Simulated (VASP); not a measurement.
# CoO (Fm-3m) in VASP: further runs

CoO is run at these levels: PBE+U; tasks: single point.

All numbers are computed with VASP 6.6.1; they aren't measurements. Logs are shortened: lines on timing, memory, paths and dates and some standing lists are left out, and cuts for length are marked.

## (1) The cell of the first run

Symmetry: Fm-3m, No. 225, cubic system. The conventional cell has a = 4.263 Å, b = 4.263 Å, c = 4.263 Å, α = 90.00°, β = 90.00°, γ = 90.00°. Within 2.8 Å of Co (site symmetry m-3m) lie 6 O at 2.13 Å. Within 2.8 Å of O (site symmetry m-3m) lie 6 Co at 2.13 Å.

## (2) Single point, PBE+U, collinear spin, ferromagnetic start

Input file INCAR:

```
SYSTEM = CoO
PREC = Accurate
ENCUT = 700
EDIFF = 1E-6
ISMEAR = -1
SIGMA = 0.02
LREAL = .FALSE.
LASPH = .TRUE.
NELM = 200
ALGO = Normal
ISIF = 2
LWAVE = .FALSE.
LCHARG = .FALSE.
ISPIN = 2
MAGMOM = 2.82 0
LORBIT = 11
NUPDOWN = 2.82
LMAXMIX = 4
LDAU = .TRUE.
LDAUTYPE = 2
LDAUL = 2 -1
LDAUU = 4.8 0
LDAUJ = 0 0
LDAUPRINT = 1
GGA = PE
NBANDS = 22
GGA_COMPAT = .FALSE.
```

Input file KPOINTS:

```
Automatic mesh
0
G
  9 9 9
  0 0 0
```

Input file POSCAR:

```
CoO
1.0
    0.0000000000      2.1315000000      2.1315000000
    2.1315000000      0.0000000000      2.1315000000
    2.1315000000      2.1315000000      0.0000000000
Co O
1 1
Direct
    0.0000000000      0.0000000000      0.0000000000
    0.5000000000      0.5000000000      0.5000000000
```

Potentials or basis: VASP PAW PBE potentials, release 64 (Co_sv, O).

Run with:

```
cat potpaw_PBE.64/Co_sv/POTCAR potpaw_PBE.64/O/POTCAR > POTCAR
mpirun -np 1 vasp_std > vasp.out
```

OUTCAR:

```text
SYSTEM = CoO
   PREC = Accurate
   ENCUT = 700
   EDIFF = 1E-6
   ISMEAR = -1
   LREAL = .FALSE.
   LASPH = .TRUE.
   NELM = 200
   ISIF = 2
   ISPIN = 2
   LORBIT = 11
   NUPDOWN = 2.82
   GGA = PE

 ion  position               nearest neighbor table
   1  0.000  0.000  0.000-   2 2.13   2 2.13   2 2.13   2 2.13   2 2.13   2 2.13
   2  0.500  0.500  0.500-   1 2.13   1 2.13   1 2.13   1 2.13   1 2.13   1 2.13

  LATTYP: Found a face centered cubic cell.
 ALAT       =     4.2630000000

  Lattice vectors:

 A1 = (   0.0000000000,   2.1315000000,   2.1315000000)
 A2 = (   2.1315000000,   0.0000000000,   2.1315000000)
 A3 = (   2.1315000000,   2.1315000000,   0.0000000000)

Analysis of symmetry for initial positions (statically):
=====================================================================
 Subroutine PRICEL returns:
 Original cell was already a primitive cell.

 Routine SETGRP: Setting up the symmetry group for a
 face centered cubic supercell.

 Subroutine GETGRP returns: Found 48 space group operations
 (whereof 48 operations were pure point group operations)
 out of a pool of 48 trial point group operations.

The static configuration has the point symmetry O_h .

Analysis of symmetry for dynamics (positions and initial velocities):
=====================================================================
 Subroutine PRICEL returns:
 Original cell was already a primitive cell.

 Routine SETGRP: Setting up the symmetry group for a
 face centered cubic supercell.

 Subroutine GETGRP returns: Found 48 space group operations
 (whereof 48 operations were pure point group operations)
 out of a pool of 48 trial point group operations.

The dynamic configuration has the point symmetry O_h .

Analysis of structural, dynamic, and magnetic symmetry:
=====================================================================
 Subroutine PRICEL returns:
 Original cell was already a primitive cell.

 Routine SETGRP: Setting up the symmetry group for a
 face centered cubic supercell.

 Subroutine GETGRP returns: Found 48 space group operations
 (whereof 48 operations were pure point group operations)
 out of a pool of 48 trial point group operations.

The overall configuration has the point symmetry O_h .

 Subroutine INISYM returns: Found 48 space group operations
 (whereof 48 operations are pure point group operations),
 and found     1 'primitive' translations

----------------------------------------------------------------------------------------

                                     Primitive cell

  volume of cell :      19.3681

  direct lattice vectors                    reciprocal lattice vectors
     0.000000000  2.131500000  2.131500000    -0.234576589  0.234576589  0.234576589
     2.131500000  0.000000000  2.131500000     0.234576589 -0.234576589  0.234576589
     2.131500000  2.131500000  0.000000000     0.234576589  0.234576589 -0.234576589

  length of vectors
     3.014396208  3.014396208  3.014396208     0.406298571  0.406298571  0.406298571

  position of ions in fractional coordinates (direct lattice)
     0.000000000  0.000000000  0.000000000
     0.500000000  0.500000000  0.500000000

  ion indices of the primitive-cell ions
   primitive index   ion index
                 1           1
                 2           2

----------------------------------------------------------------------------------------

 KPOINTS: Automatic mesh

Automatic generation of k-mesh.
 Grid dimensions read from file:
[... 64 lines left out ...]
   NELM   =    200;   NELMIN=  2; NELMDL= -5     # of ELM steps
   EDIFF  = 0.1E-05   stopping-criterion for ELM
   LREAL  =      F    real-space projection
   EDIFFG = 0.1E-04   stopping-criterion for IOM
   NSW    =      0    number of steps for IOM
   IBRION =     -1    ionic relax: 0-MD 1-quasi-New 2-CG
   NFREE  =      0    steps in history (QN), initial steepest desc. (CG)
   ISIF   =      2    stress and relaxation
   ISYM   =      2    0-nonsym 1-usesym 2-fastsym
   POTIM  = 0.5000    time-step for ionic-motion
   TEBEG  =    0.0;   TEEND  =   0.0 temperature during run
   PSTRESS=    0.0 pullay stress
   NELECT =      23.0000    total number of electrons
   NUPDOWN=       2.8200    fix difference up-down
   EMIN   =  10.00;   EMAX   =-10.00  energy-range for DOS
   EFERMI =   0.00;   METHOD = LEGACY
   ISMEAR =    -1;   SIGMA  =   0.02  broadening in eV -4-tet -1-fermi 0-gaus
   EFERMI_NEDOS =   21; number of points for ismear=-14 and -15
   IALGO  =     38    algorithm
   IMIX   =      4    mixing-type and parameters
     AMIX     =   0.40;   BMIX     =  1.00
     AMIX_MAG =   1.60;   BMIX_MAG =  1.00
  volume/ion in A,a.u.               =       9.68        65.35
  Fermi-wavevector in a.u.,A,eV,Ry     =   1.733626  3.276078 40.891759  3.005460
  Thomas-Fermi vector in A             =   2.807577
   LORBIT       =     11    0 simple, 1 ext, 2 COOP (PROOUT), +10 PAW based schemes
 LDA+U is selected, type is set to LDAUTYPE =  2
   angular momentum for each species LDAUL =     2   -1
   U (eV)           for each species LDAUU =   4.8  0.0
   J (eV)           for each species LDAUJ =   0.0  0.0
   GGA     = PE    functional components
   LHFCALC =     F    Hartree Fock is set to
   AEXX    =    0.0000 exact exchange contribution
   IVDW    =     0    specifies the selected vdW correction
   LEPSILON=     F    determine dielectric tensor
   LRPA    =     F    only Hartree local field effects (RPA)
 spin polarized calculation
  energy-cutoff  :      700.00
  volume of cell :       19.37
 maximum number of plane-waves:       869
 NGX is ok and might be reduce to    28
   NGX = 13   NGY = 13   NGZ = 13

atom =   1  type =  1  l = 2

 onsite density matrix

spin component  1

  0.9285 -0.0000  0.0000  0.0000  0.0000
 -0.0000  0.9285 -0.0000  0.0000 -0.0000
  0.0000 -0.0000  0.9436 -0.0000  0.0000
  0.0000  0.0000 -0.0000  0.9285  0.0000
  0.0000 -0.0000  0.0000  0.0000  0.9436

spin component  2

  0.6350  0.0000  0.0000 -0.0000 -0.0000
  0.0000  0.6350 -0.0000 -0.0000  0.0000
  0.0000 -0.0000  0.0791 -0.0000  0.0000
 -0.0000 -0.0000 -0.0000  0.6350  0.0000
 -0.0000  0.0000  0.0000  0.0000  0.0791

 occupancies and eigenvectors

  o =  0.0791  v =  0.0000  0.0000  0.0000  0.0000  0.0000  0.0000 -0.0000  0.0014  0.0000  1.0000      0.0000  0.0000  0.0000  0.0000  0.0000  0.0000  0.0000  0.0000  0.0000  0.0000
  o =  0.0791  v =  0.0000  0.0000  0.0000  0.0000  0.0000  0.0000 -0.0000  1.0000 -0.0000 -0.0014      0.0000  0.0000  0.0000  0.0000  0.0000  0.0000  0.0000  0.0000  0.0000  0.0000
  o =  0.6350  v =  0.0000  0.0000  0.0000  0.0000  0.0000  0.0000 -0.2521 -0.0000 -0.9677 -0.0000      0.0000  0.0000  0.0000  0.0000  0.0000  0.0000  0.0000  0.0000  0.0000  0.0000
  o =  0.6350  v =  0.0000  0.0000  0.0000  0.0000  0.0000  0.0000 -0.9677 -0.0000  0.2521  0.0000      0.0000  0.0000  0.0000  0.0000  0.0000  0.0000  0.0000  0.0000  0.0000  0.0000
  o =  0.6350  v =  0.0000  0.0000  0.0000  0.0000  0.0000  1.0000  0.0000  0.0000  0.0000  0.0000      0.0000  0.0000  0.0000  0.0000  0.0000  0.0000  0.0000  0.0000  0.0000  0.0000
  o =  0.9285  v =  0.0000  0.8849 -0.0000 -0.4657 -0.0000  0.0000  0.0000  0.0000  0.0000  0.0000      0.0000  0.0000  0.0000  0.0000  0.0000  0.0000  0.0000  0.0000  0.0000  0.0000
  o =  0.9285  v =  1.0000  0.0000  0.0000  0.0000  0.0000  0.0000  0.0000  0.0000  0.0000  0.0000      0.0000  0.0000  0.0000  0.0000  0.0000  0.0000  0.0000  0.0000  0.0000  0.0000
  o =  0.9285  v =  0.0000 -0.4657  0.0000 -0.8849 -0.0000  0.0000  0.0000  0.0000  0.0000  0.0000      0.0000  0.0000  0.0000  0.0000  0.0000  0.0000  0.0000  0.0000  0.0000  0.0000
  o =  0.9436  v =  0.0000 -0.0000 -0.9999  0.0000 -0.0103  0.0000  0.0000  0.0000  0.0000  0.0000      0.0000  0.0000  0.0000  0.0000  0.0000  0.0000  0.0000  0.0000  0.0000  0.0000
  o =  0.9436  v =  0.0000  0.0000 -0.0103 -0.0000  0.9999  0.0000  0.0000  0.0000  0.0000  0.0000      0.0000  0.0000  0.0000  0.0000  0.0000  0.0000  0.0000  0.0000  0.0000  0.0000

 number of electron      23.0000015 magnetization       2.8200003

 Free energy of the ion-electron system (eV)
  ---------------------------------------------------
  ext. energy  EPLUGINS =         0.00000000
  ---------------------------------------------------
  free energy    TOTEN  =       -10.14980926 eV

  energy without entropy =      -10.14228006  energy(sigma->0) =      -10.14604466

 E-fermi :   8.4172     XC(G=0): -12.6414

 val. band max:        8.4123452009   @ k =  -0.3333   0.1111   0.0000
 cond. band min:       8.0209900736   @ k =  -0.4444   0.1111   0.0000
 fundamental gap:     -0.3913551273
 Fermi energy:         8.0024457974

 spin component 1

 k-point     1 :       0.0000    0.0000    0.0000
  band No.  band energies     occupation
      1     -87.9795      1.00000
      2     -51.2333      1.00000
      3     -51.2333      1.00000
      4     -51.2333      1.00000
      5     -11.1206      1.00000
      6       3.5887      1.00000
[... 1193 lines left out ...]
     21      40.2313      0.00000
     22      40.2313      0.00000

 [... further k-points ...]

------------------------ aborting loop because EDIFF is reached ----------------------------------------

  FORCE on cell =-STRESS in cart. coord.  units (eV):
  Direction    XX          YY          ZZ          XY          YZ          ZX
  --------------------------------------------------------------------------------------
  -------------------------------------------------------------------------------------
  Total       -0.1297804     -0.1297804     -0.1297804     -0.0000000     -0.0000000      0.0000000
  in kB      -10.7357836    -10.7357836    -10.7357836     -0.0000000     -0.0000000      0.0000000
  external PRESSURE =     -10.7357836 kB  Pullay stress =       0.0000000 kB

 VOLUME and BASIS-vectors are now :
 -----------------------------------------------------------------------------
  energy-cutoff  :      700.00
  volume of cell :       19.37
      direct lattice vectors                 reciprocal lattice vectors
     0.000000000  2.131500000  2.131500000    -0.234576589  0.234576589  0.234576589
     2.131500000  0.000000000  2.131500000     0.234576589 -0.234576589  0.234576589
     2.131500000  2.131500000  0.000000000     0.234576589  0.234576589 -0.234576589

 POSITION                                       TOTAL-FORCE (eV/Angst)
 -----------------------------------------------------------------------------------
      0.00000      0.00000      0.00000         0.000000      0.000000      0.000000
      2.13150      2.13150      2.13150        -0.000000     -0.000000     -0.000000
 -----------------------------------------------------------------------------------
    total drift:                                0.000000      0.000000      0.000000

  FREE ENERGIE OF THE ION-ELECTRON SYSTEM (eV)
  ---------------------------------------------------
  free  energy   TOTEN  =       -10.1498092639 eV

  energy  without entropy=      -10.1422800600  energy(sigma->0) =      -10.14604466

 total charge

# of ion       s       p       d       tot
------------------------------------------
    1        2.143   6.063   6.709  14.915
    2        1.549   3.451   0.000   5.001
--------------------------------------------------
tot          3.692   9.515   6.709  19.916

 magnetization (x)

# of ion       s       p       d       tot
------------------------------------------
    1        0.014   0.011   2.604   2.629
    2        0.022   0.133   0.000   0.156
--------------------------------------------------
tot          0.036   0.144   2.604   2.785
```

It took 27 s on 1 thread of AMD EPYC 9R45 (Zen 5), shared host; peak memory 0.16 GiB.

Results:

```
Free energy                                           : -10.1498 eV
Pressure                                              : -1.1 GPa
Net moment                                            : 2.82 μB per cell
Site moments                                          : Co +2.63; O +0.16 μB
Valence electrons inside the program's atomic spheres : Co 14.91; O 5.00
```

Eigenvalues of the final occupation matrices:
| site | spin | trace | eigenvalues |
| --- | --- | --- | --- |
| site 1 d | 1 | 4.67 | 0.93 0.93 0.93 0.94 0.94 |
| site 1 d | 2 | 2.06 | 0.08 0.08 0.64 0.64 0.64 |

Caveat: the total moment is fixed, so each spin has its own Fermi level and the state may be an excited one; a cell with one magnetic atom can't hold antiferromagnetic order, which such compounds often take. The state reached can hang on the start; a lower one may exist.

[end of part 1 of 3]
